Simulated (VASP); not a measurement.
Here is a VASP 6.6.1 calculation.

Contents of INCAR:

```
SYSTEM = Mg
PREC     = Accurate       ! precision mode
ENCUT    = 520            ! plane-wave cutoff, eV
EDIFF    = 1E-7           ! SCF threshold, eV
ISMEAR   = 0              ! smearing method
SIGMA    = 0.1            ! smearing width, eV
LREAL    = .FALSE.        ! projectors in reciprocal space
LASPH    = .TRUE.         ! aspherical terms in the spheres
NELM     = 60             ! most SCF steps
ALGO     = Normal         ! electronic algorithm
ISIF     = 2              ! what is computed and relaxed
LWAVE    = .FALSE.        ! write WAVECAR
LCHARG   = .FALSE.        ! write CHGCAR
GGA      = PE             ! functional
NBANDS   = 7              ! bands
```

Contents of KPOINTS:

```
regular mesh
0
G
  6 6 6
  0 0 0
```

POSCAR

```
Mg
1.0
    3.0502998005      0.0000000000      0.0000000000
   -1.5251499003      2.6416371164      0.0000000000
    0.0000000000      0.0000000000      3.0448375700
Mg
1
Direct
    0.0000000000      0.0000000000      0.0000000000
```

Potentials or basis: VASP PAW PBE potentials, release 64 (Mg).

Run with:

```console
$ cat potpaw_PBE.64/Mg/POTCAR > POTCAR
$ mpirun -np 1 vasp_std > vasp.out
```

Question: Predict the band gap on the k mesh.

Answer: Zero (band 1 reaches 5.31 eV, above the bottom of band 2 at -0.07 eV).

Question: Predict the pressure.

Answer: 0.9 GPa.

Stress tensor (GPa, compression positive):
```
0.79 0.00 0.00
0.00 0.79 0.00
0.00 0.00 1.04
```

Caveat: the k points lie up to 0.40 Å⁻¹ apart.
